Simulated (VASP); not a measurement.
# MgO2 (I4/mcm) in VASP: notebook

MgO2 is run at these levels: r2SCAN; tasks: relaxation of cell and atoms, relaxation of shape and atoms at fixed volume.

Program: VASP 6.6.1. These are calculated values, not measurements. Logs are shortened: lines on timing, memory, paths and dates and some standing lists are left out, and cuts for length are marked.

**1. The cell of the first run**

The structure is tetragonal, space group I4/mcm (No. 140). Conventional cell: a = 4.381 Å, b = 4.381 Å, c = 5.379 Å, α = 90.00°, β = 90.00°, γ = 90.00°. Within 2.9 Å of Mg (site symmetry 422) lie 8 O at 2.20 Å and 2 Mg at 2.69 Å. O (site symmetry m2m) has 1 O at 1.49 Å within 2.0 Å.

**2. Relaxation of cell and atoms, r2SCAN**

File POSCAR:

```
MgO2
1.0
   -2.1905403264      2.1905403264      2.6895979715
    2.1905403264     -2.1905403264      2.6895979715
    2.1905403264      2.1905403264     -2.6895979715
Mg O
2 4
Direct
    0.2500000000      0.2500000000      0.0000000000
    0.7500000000      0.7500000000      0.0000000000
    0.1199929477      0.6199929477      0.7399858955
    0.6199929477      0.8800070523      0.5000000000
    0.8800070523      0.3800070523      0.2600141045
    0.3800070523      0.1199929477      0.5000000000
```

File INCAR.step1:

```
SYSTEM = MgO2
ALGO     = Normal         ! electronic algorithm
EDIFF    = 1E-5           ! SCF threshold, eV
EDIFFG   = -0.005         ! ionic threshold
ENCUT    = 660            ! plane-wave cutoff, eV
GGA      = PE             ! functional
GGA_COMPAT= .False.      
IBRION   = 2              ! ionic algorithm
ISIF     = 3              ! what is computed and relaxed
ISMEAR   = 0              ! smearing method
LASPH    = .True.         ! aspherical terms in the spheres
LCHARG   = .False.        ! write CHGCAR
LREAL    = .False.        ! projectors in reciprocal space
LWAVE    = .True.         ! write WAVECAR
NELM     = 120            ! most SCF steps
NELMIN   = 4            
NSW      = 100            ! ionic steps
PREC     = Accurate       ! precision mode
SIGMA    = 0.02           ! smearing width, eV
```

File INCAR.step2:

```
SYSTEM = MgO2
ALGO     = Normal         ! electronic algorithm
EDIFF    = 1E-7           ! SCF threshold, eV
EDIFFG   = -0.005         ! ionic threshold
ENCUT    = 660            ! plane-wave cutoff, eV
GGA_COMPAT= .False.      
IBRION   = 2              ! ionic algorithm
ISIF     = 3              ! what is computed and relaxed
ISMEAR   = 0              ! smearing method
ISTART   = 1            
LASPH    = .True.         ! aspherical terms in the spheres
LCHARG   = .False.        ! write CHGCAR
LMIXTAU  = .True.       
LREAL    = .False.        ! projectors in reciprocal space
LWAVE    = .False.        ! write WAVECAR
METAGGA  = R2SCAN         ! meta-GGA
NELM     = 120            ! most SCF steps
NELMIN   = 4            
NSW      = 100            ! ionic steps
PREC     = Accurate       ! precision mode
SIGMA    = 0.02           ! smearing width, eV
```

File KPOINTS:

```
k-points
0
Gamma
  8 8 8
  0 0 0
```

Potentials or basis: VASP PAW PBE potentials, release 64 (Mg_sv, O).

Command:

```
$ cat potpaw_PBE.64/Mg_sv/POTCAR potpaw_PBE.64/O/POTCAR > POTCAR
$ cp INCAR.step1 INCAR
$ mpirun -np 1 vasp_std > vasp.out
$ cp INCAR.step2 INCAR
$ mpirun -np 1 vasp_std > vasp.out
```

OUTCAR:

```text
SYSTEM = MgO2
   EDIFF = 1E-7
   EDIFFG = -0.005
   ENCUT = 660
   IBRION = 2
   ISIF = 3
   ISMEAR = 0
   ISTART = 1
   LASPH = .True.
   LREAL = .False.
   METAGGA = R2SCAN
   NELM = 120
   NELMIN = 4
   NSW = 100
   PREC = Accurate

 ion  position               nearest neighbor table
   1  0.250  0.250  0.000-
   2  0.750  0.750  0.000-
   3  0.120  0.620  0.740-   5 1.49
   4  0.620  0.880  0.500-   6 1.49
   5  0.880  0.380  0.260-   3 1.49
   6  0.380  0.120  0.500-   4 1.49

  LATTYP: Found a body centered tetragonal cell.
 ALAT       =     4.3810806528
 C/A-ratio  =     1.2278239935

  Lattice vectors:

 A1 = (  -2.1905403264,   2.1905403264,   2.6895979715)
 A2 = (   2.1905403264,  -2.1905403264,   2.6895979715)
 A3 = (   2.1905403264,   2.1905403264,  -2.6895979715)

Analysis of symmetry for initial positions (statically):
=====================================================================
 Subroutine PRICEL returns:
 Original cell was already a primitive cell.

 Routine SETGRP: Setting up the symmetry group for a
 body centered tetragonal supercell.

 Subroutine GETGRP returns: Found 16 space group operations
 (whereof  8 operations were pure point group operations)
 out of a pool of 16 trial point group operations.

The static configuration has the point symmetry C_4h.
 The point group associated with its full space group is D_4h.

Analysis of symmetry for dynamics (positions and initial velocities):
=====================================================================
 Subroutine PRICEL returns:
 Original cell was already a primitive cell.

 Routine SETGRP: Setting up the symmetry group for a
 body centered tetragonal supercell.

 Subroutine GETGRP returns: Found 16 space group operations
 (whereof  8 operations were pure point group operations)
 out of a pool of 16 trial point group operations.

The dynamic configuration has the point symmetry C_4h.
 The point group associated with its full space group is D_4h.

 Subroutine INISYM returns: Found 16 space group operations
 (whereof  8 operations are pure point group operations),
 and found     1 'primitive' translations

----------------------------------------------------------------------------------------

                                     Primitive cell

  volume of cell :      51.6238

  direct lattice vectors                    reciprocal lattice vectors
    -2.190540326  2.190540326  2.689597972     0.000000000  0.228254186  0.185901389
     2.190540326 -2.190540326  2.689597972     0.228254186  0.000000000  0.185901389
     2.190540326  2.190540326 -2.689597972     0.228254186  0.228254186  0.000000000

  length of vectors
     4.102544466  4.102544466  4.102544466     0.294379517  0.294379517  0.322800166

  position of ions in fractional coordinates (direct lattice)
     0.250000000  0.250000000  0.000000000
     0.750000000  0.750000000  0.000000000
     0.119992948  0.619992948  0.739985895
     0.619992948  0.880007052  0.500000000
     0.880007052  0.380007052  0.260014105
     0.380007052  0.119992948  0.500000000

  ion indices of the primitive-cell ions
   primitive index   ion index
                 1           1
                 2           2
                 3           3
                 4           4
                 5           5
                 6           6

----------------------------------------------------------------------------------------

 KPOINTS: k-points

Automatic generation of k-mesh.
 Grid dimensions read from file:
 generate k-points for:    8    8    8

 Generating k-lattice:

  Cartesian coordinates                     Fractional coordinates (reciprocal lattice)
     0.000000000  0.028531773  0.023237674     0.125000000  0.000000000  0.000000000
     0.028531773  0.000000000  0.023237674     0.000000000  0.125000000  0.000000000
     0.028531773  0.028531773  0.000000000     0.000000000  0.000000000  0.125000000

  Length of vectors
     0.036797440  0.036797440  0.040350021

  Shift w.r.t. Gamma in fractional coordinates (k-lattice)
     0.000000000  0.000000000  0.000000000

 Subroutine IBZKPT returns following result:
 ===========================================

 Found     59 irreducible k-points:

 Following reciprocal coordinates:
            Coordinates               Weight
  0.000000  0.000000  0.000000      1.000000
  0.125000  0.000000  0.000000      8.000000
  0.250000  0.000000  0.000000      8.000000
  0.375000 -0.000000  0.000000      8.000000
  0.500000  0.000000  0.000000      4.000000
  0.125000  0.125000  0.000000      8.000000
[... 16 lines left out ...]
  0.250000  0.125000  0.125000     16.000000
  0.375000  0.125000  0.125000      8.000000
 [... further k-points ...]
   k-points           NKPTS =     59   k-points in BZ     NKDIM =     59   number of bands    NBANDS=     26
   number of dos      NEDOS =    301   number of ions     NIONS =      6
   total plane-waves  NPLWV =  46656
   dimension x,y,z NGX =    36 NGY =   36 NGZ =   36
   dimension x,y,z NGXF=    72 NGYF=   72 NGZF=   72
   ions per type =               2   4
   NGX,Y,Z   is equivalent  to a cutoff of  14.59, 14.59, 14.59 a.u.
   NGXF,Y,Z  is equivalent  to a cutoff of  29.18, 29.18, 29.18 a.u.
 SYSTEM =  MgO2
   PREC   = accura    normal or accurate (medium, high low for compatibility)
   ISTART =      1    job   : 0-new  1-cont  2-samecut
   ICHARG =      0    charge: 1-file 2-atom 10-const
   ISPIN  =      1    spin polarized calculation?
   LNONCOLLINEAR =      F non collinear calculations
   LSORBIT =      F    spin-orbit coupling
   LASPH  =      T    aspherical Exc in radial PAW
   ENCUT  =  660.0 eV  48.51 Ry    6.96 a.u.   8.59  8.59  8.59*2*pi/ulx,y,z
   NELM   =    120;   NELMIN=  4; NELMDL=  0     # of ELM steps
   EDIFF  = 0.1E-06   stopping-criterion for ELM
   LREAL  =      F    real-space projection
   EDIFFG = -.5E-02   stopping-criterion for IOM
   NSW    =    100    number of steps for IOM
   IBRION =      2    ionic relax: 0-MD 1-quasi-New 2-CG
   NFREE  =      1    steps in history (QN), initial steepest desc. (CG)
   ISIF   =      3    stress and relaxation
   ISYM   =      2    0-nonsym 1-usesym 2-fastsym
   POTIM  = 0.5000    time-step for ionic-motion
   TEBEG  =    0.0;   TEEND  =   0.0 temperature during run
   PSTRESS=    0.0 pullay stress
   NELECT =      44.0000    total number of electrons
   NUPDOWN=      -1.0000    fix difference up-down
   EMIN   =  10.00;   EMAX   =-10.00  energy-range for DOS
   EFERMI =   0.00;   METHOD = LEGACY
   ISMEAR =     0;   SIGMA  =   0.02  broadening in eV -4-tet -1-fermi 0-gaus
   EFERMI_NEDOS =   21; number of points for ismear=-14 and -15
   IALGO  =     38    algorithm
   IMIX   =      4    mixing-type and parameters
     AMIX     =   0.40;   BMIX     =  1.00
     AMIX_MAG =   1.60;   BMIX_MAG =  1.00
  volume/ion in A,a.u.               =       8.60        58.06
  Fermi-wavevector in a.u.,A,eV,Ry     =   1.552181  2.933197 32.780063  2.409267
  Thomas-Fermi vector in A             =   2.656594
   LORBIT       =      0    0 simple, 1 ext, 2 COOP (PROOUT), +10 PAW based schemes
   METAGGA = R2SCAN    functional components
   LHFCALC =     F    Hartree Fock is set to
   AEXX    =    0.0000 exact exchange contribution
   IVDW    =     0    specifies the selected vdW correction
   LEPSILON=     F    determine dielectric tensor
   LRPA    =     F    only Hartree local field effects (RPA)
 conjugate gradient relaxation of ions
 non-spin polarized calculation
 Gauss-broadening in eV      SIGMA  =   0.02
  energy-cutoff  :      660.00
  volume of cell :       51.62
 maximum number of plane-waves:      2009
 NGX is ok and might be reduce to    36
   NGX = 17   NGY = 17   NGZ = 17

--------------------------------------- Ionic step        1  -------------------------------------------

 number of electron      43.9999992 magnetization

 Free energy of the ion-electron system (eV)
  ---------------------------------------------------
  ext. energy  EPLUGINS =         0.00000000
  ---------------------------------------------------
  free energy    TOTEN  =       -42.38648629 eV

  energy without entropy =      -42.38648629  energy(sigma->0) =      -42.38648629

------------------------ aborting loop because EDIFF is reached ----------------------------------------

  FORCE on cell =-STRESS in cart. coord.  units (eV):
  Direction    XX          YY          ZZ          XY          YZ          ZX
  --------------------------------------------------------------------------------------
  -------------------------------------------------------------------------------------
  Total        0.0650892      0.0650892     -0.2102956      0.0000000      0.0000000      0.0000000
  in kB        2.0200856      2.0200856     -6.5266589      0.0000000      0.0000000      0.0000000
  external PRESSURE =      -0.8288292 kB  Pullay stress =       0.0000000 kB
[... 105 lines left out ...]
  energy  without entropy=      -42.3876297755  energy(sigma->0) =      -42.38762978

--------------------------------------- Ionic step        4  -------------------------------------------

 number of electron      43.9999993 magnetization

 Free energy of the ion-electron system (eV)
  ---------------------------------------------------
  ext. energy  EPLUGINS =         0.00000000
  ---------------------------------------------------
  free energy    TOTEN  =       -42.38770840 eV

  energy without entropy =      -42.38770840  energy(sigma->0) =      -42.38770840

 E-fermi :   4.7445     XC(G=0): -12.3041

 val. band max:        4.5555439786   @ k =   0.5000   0.5000   0.5000
 cond. band min:       8.0200097558   @ k =  -0.2500   0.2500   0.2500
 fundamental gap:      3.4644657772
 Fermi energy:         4.7444983296

 k-point     1 :       0.0000    0.0000    0.0000
  band No.  band energies     occupation
      1     -72.8373      2.00000
      2     -72.8250      2.00000
      3     -38.0315      2.00000
      4     -37.9499      2.00000
      5     -37.9499      2.00000
      6     -37.9416      2.00000
[... 685 lines left out ...]
     25      13.6399      0.00000
     26      13.6399      0.00000

 [... further k-points ...]

------------------------ aborting loop because EDIFF is reached ----------------------------------------

  FORCE on cell =-STRESS in cart. coord.  units (eV):
  Direction    XX          YY          ZZ          XY          YZ          ZX
  --------------------------------------------------------------------------------------
  -------------------------------------------------------------------------------------
  Total        0.0185474      0.0185474      0.0016821      0.0000000      0.0000000      0.0000000
  in kB        0.5770325      0.5770325      0.0523317      0.0000000      0.0000000      0.0000000
  external PRESSURE =       0.4021322 kB  Pullay stress =       0.0000000 kB
[... 21 lines left out ...]
  FREE ENERGIE OF THE ION-ELECTRON SYSTEM (eV)
  ---------------------------------------------------
  free  energy   TOTEN  =       -42.3877083953 eV

  energy  without entropy=      -42.3877083953  energy(sigma->0) =      -42.38770840

 reached required accuracy - stopping structural energy minimisation
```

Run time: 14 min. Hardware: 1 thread of Intel Xeon 6975P-C (Granite Rapids), shared host; peak memory 0.27 GiB.

What came out:

| Property | Result |
| --- | --- |
| Free energy | -42.3877 eV |
| Relaxed volume | 8.58 Å³/atom |
| Relaxed cell | a = 4.099 Å, b = 4.099 Å, c = 4.099 Å, α = 115.43°, β = 115.43°, γ = 98.11° |
| Space group after relaxing (to 0.1 Å) | I4/mcm (No. 140) |
| Energy gained by relaxing | 0.2 meV/atom |
| Ionic steps | 4 |
| Pressure after relaxing | 0.0 GPa |
| Band gap on the k mesh | 3.46 eV (least direct gap 4.33 eV) |

Step by step:
| step | energy change (eV) | largest force (eV/Å) | pressure (GPa) | volume (Å³) |
| --- | --- | --- | --- | --- |
| 1 | 0.0000 | 0.1601 | -0.08 | 51.62 |
| 2 | 0.0008 | 0.2020 | -0.60 | 51.59 |
| 3 | -0.0011 | 0.0004 | -0.31 | 51.61 |
| 4 | -0.0012 | 0.0003 | 0.04 | 51.50 |

Final structure:
```xyz
6
Lattice="-2.1893 2.1893 2.6861 2.1893 -2.1893 2.6861 2.1893 2.1893 -2.6861" Properties=species:S:1:pos:R:3 pbc="T T T"
Mg    2.1893    2.1893   -1.3431
Mg    2.1893    2.1893    1.3431
O     2.7173    0.5280    0.0000
O     1.6613    0.5280    2.6861
O    -0.5280    1.6613    2.6861
O     0.5280    1.6613    0.0000
```

Levels at points of the mesh, in eV from the valence-band top:
```tsv
k point	band 20	band 21	band 22	band 23	band 24	band 25
(0.00, 0.00, 0.00)	-2.73	-2.73	-0.28	4.80	4.80	5.87
(0.50, 0.00, 0.00)	-2.07	-1.80	-1.80	3.71	3.71	9.11
(0.50, 0.50, 0.00)	-2.02	-1.74	-1.26	4.29	4.69	8.71
(0.50, 0.50, 0.50)	-1.28	-1.28	0.00	4.52	4.52	10.41
```

Caveat: the PAW data sets were made with another functional, which shifts forces and pressure a little.

[end of part 1 of 3]
